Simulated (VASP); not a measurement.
The system is ZrS2.

```
Zr S
1.0
     3.69138    0.00000    0.00000
    -1.84569    3.19683    0.00000
     0.00000    0.00000    6.04108
Zr S
1 2
Direct
  0.00000 0.00000 0.00000
  0.66667 0.33333 0.76209
  0.33333 0.66667 0.23791
```

Base run:

```yaml
Program: VASP 6.6.1
Functional: BLYP
Potentials_or_basis: VASP PAW PBE potentials, release 64 (Zr_sv, S)
Cutoff: 500 eV
k_mesh: 12 × 12 × 4
Occupations: fermi-dirac, width 0.05 eV
Spin: no spin polarisation
```

Its results: band gap on the k mesh 1.07 eV, indirect (least direct gap 1.64 eV); pressure 4.2 GPa; largest force 0.291 eV/Å.

Problem. After a change of settings the same cell gave: band gap on the k mesh 1.08 eV, indirect (least direct gap 1.68 eV); pressure 2.0 GPa; largest force 0.105 eV/Å. Which change was it?
A. functional from BLYP to LDA; potentials or basis from VASP PAW PBE potentials, release 64 (Zr_sv, S) to VASP PAW LDA potentials, release 64 (Zr_sv, S)
B. functional from BLYP to PBEsol
C. functional from BLYP to revPBE

Solution. C.

Caveats: the PAW data sets were made with another functional, which shifts forces and pressure a little; this functional lacks dispersion, which binds the layers, so the pressure and a relaxed spacing across them are unreliable.
